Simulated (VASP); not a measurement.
Here is a VASP 6.6.1 calculation.

INCAR

```
  ALGO = Normal
  EDIFF = 1E-7
  ENCUT = 520
  GGA = PE
  ISIF = 2
  ISMEAR = -1
  LASPH = T
  LCHARG = F
  LREAL = F
  LWAVE = F
  NBANDS = 11
  NELM = 80
  PREC = Accurate
  SIGMA = 0.02
```

File KPOINTS:

```
k-points
0
Gamma
  8 8 8
```

The input POSCAR:

```
NaH
1.0
    0.0000000000      2.6657391886      2.6657391886
    2.6657391886      0.0000000000      2.6657391886
    2.6657391886      2.6657391886      0.0000000000
Na H
1 1
Direct
    0.0000000000      0.0000000000      0.0000000000
    0.2500000000      0.2500000000      0.2500000000
```

Potentials or basis: VASP PAW PBE potentials, release 64 (Na_pv, H).

The run is started by

```sh
$ cat potpaw_PBE.64/Na_pv/POTCAR potpaw_PBE.64/H/POTCAR > POTCAR
$ mpirun -np 1 vasp_std > vasp.out
```

(1) Predict the pressure.

(2) Estimate the band gap on the k mesh.

Answers

(1) -1.0 GPa.

(2) 3.55 eV (least direct gap 4.21 eV).

Caveat: the cell differs from its parent crystal (strain +2.6%); the structure was generated, so it needn't be the stable form of NaH.
